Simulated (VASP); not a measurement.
## ZnO2: single point with LDA

Crystal: ZnO2.

```
Zn O
1.0
     4.80231    0.00000    0.00000
     0.00000    4.80231    0.00000
     0.00000    0.00000    4.80231
Zn O
4 8
Direct
  0.00000 0.50000 0.50000
  0.50000 0.50000 0.00000
  0.50000 0.00000 0.50000
  0.00000 0.00000 0.00000
  0.41241 0.08759 0.91241
  0.08759 0.91241 0.41241
  0.91241 0.41241 0.08759
  0.58759 0.58759 0.58759
  0.41241 0.41241 0.41241
  0.08759 0.58759 0.91241
  0.91241 0.08759 0.58759
  0.58759 0.91241 0.08759
```

```json
{
 "Program": "VASP 6.6.1",
 "Task": "single point",
 "Functional": "LDA",
 "Potentials or basis": "VASP PAW LDA potentials, release 64 (Zn, O)",
 "Cutoff": "520 eV",
 "k mesh": "6 × 6 × 6",
 "Occupations": "gaussian, width 0.05 eV",
 "Spin": "no spin polarisation",
 "Dipole correction": "no",
 "Further INCAR settings": "ALGO = Normal; EDIFF = 1e-06; NBANDS = 60"
}
```

| Item | Value |
| --- | --- |
| Pressure | 1.9 GPa |
| Largest force | 0.308 eV/Å |
| Band gap on the k mesh | 2.32 eV, indirect (least direct gap 2.47 eV) |

Forces in eV/Å, atoms in the order of the input:
```
Zn   0.000  0.000  0.000
Zn   0.000  0.000  0.000
Zn   0.000  0.000  0.000
Zn   0.000  0.000  0.000
O   -0.178  0.178 -0.178
O    0.178 -0.178 -0.178
O   -0.178 -0.178  0.178
O    0.178  0.178  0.178
O   -0.178 -0.178 -0.178
O    0.178  0.178 -0.178
O   -0.178  0.178  0.178
O    0.178 -0.178  0.178
```

Levels at points of the mesh, in eV from the valence-band top:
| k point | band 44 | band 45 | band 46 | band 47 | band 48 | band 49 | band 50 | band 51 | band 52 | band 53 |
| --- | --- | --- | --- | --- | --- | --- | --- | --- | --- | --- |
| (0.00, 0.00, 0.00) | -0.31 | -0.31 | -0.31 | 0.00 | 0.00 | 3.15 | 3.30 | 3.30 | 3.30 | 3.41 |
| (0.50, 0.00, 0.00) | -1.75 | -1.45 | -1.45 | -0.23 | -0.23 | 2.54 | 2.54 | 3.30 | 3.30 | 5.69 |
| (0.50, 0.50, 0.00) | -2.08 | -1.41 | -1.41 | -1.41 | -1.41 | 2.99 | 2.99 | 2.99 | 2.99 | 6.34 |
| (0.50, 0.50, 0.50) | -2.54 | -2.34 | -2.34 | -2.34 | -2.34 | 3.59 | 3.59 | 3.59 | 3.59 | 6.76 |

Run time: 2.1 min on 1 thread of Intel(R) Xeon(R) Platinum 8175M CPU @ 2.50GHz (Skylake/Cascade Lake) (shared host), peak memory 0.24 GiB.

A k mesh can miss the band edges. As with any semilocal functional, this LDA gap is likely too small.
